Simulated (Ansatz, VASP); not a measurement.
**BiTe: VASP beside Ansatz**

```
CELL_PARAMETERS angstrom
0.00000 3.13795 3.23500
3.13795 0.00000 3.23500
3.13795 3.13795 0.00000
ATOMIC_POSITIONS crystal
Bi 0.00000 0.00000 0.00000
Te 0.50000 0.50000 0.50000
```

Change from the starting cell: strain -0.030 along x and y, +0.000 along z, atoms carried along.

Alike in both runs: task single point; functional r2SCAN; k mesh 14 × 14 × 14; occupations gaussian, width 0.15 eV; no spin polarisation.

|  | VASP | Ansatz |
| --- | --- | --- |
| version | VASP 6.6.1 | Ansatz 0.2.0 |
| potentials or method | VASP PAW PBE potentials, release 64 (Bi_d, Te), cutoff 520 eV | scalar-relativistic, plane waves, PAW |
| valence electrons in the cell | 21 | 31 |

Ansatz gave:

```
gap on the k mesh at the Fermi level (eV)                     : none
pressure (GPa)                                                : 3.6
traceless stress, the component that is largest in VASP (GPa) : -2.03
```

Q: Estimate VASP's values.

A: gap on the k mesh at the Fermi level (eV): none; pressure (GPa): 3.6; traceless stress, the component that is largest in VASP (GPa): -2.04.

VASP's potentials were made for PBE, not for r2SCAN. A gap of «none» marks a metal or a gap that the smearing closes. The functional is the same, so the differences come from potentials, cutoffs and numerics. VASP's potentials hold 21 valence electrons a cell and Ansatz's 31, so a difference there can come from the potentials and not from the codes.

Spin-orbit coupling is off throughout.
